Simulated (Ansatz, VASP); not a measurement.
As in VASP and in Ansatz

```
As
1.0
     0.00000    2.12185    2.12185
     2.12185    0.00000    2.12185
     2.12185    2.12185    0.00000
As
1
Direct
  0.00000 0.00000 0.00000
```

Alike in both runs: functional r2SCAN; k mesh 13 × 13 × 13; occupations fermi-dirac, width 0.1 eV; no spin polarisation.

Ansatz relaxed the structure, and its values are those at the end. VASP's run is a single point on that final structure, the one shown.

```csv
,VASP,Ansatz
version,VASP 6.6.1,Ansatz 0.2.0
potentials or method,"VASP PAW PBE potentials, release 64 (As), cutoff 520 eV","plane waves (500 eV) with PAW, scalar-relativistic"
valence electrons in the cell,5,15
```

VASP gave:

- pressure (GPa): -0.1

Problem. What did Ansatz give for the same quantities?

Solution. Pressure (GPa): 0.0.

VASP's potentials were made for PBE, not for r2SCAN. VASP's potentials hold 5 valence electrons a cell and Ansatz's 15, so a difference there can come from the potentials and not from the codes.
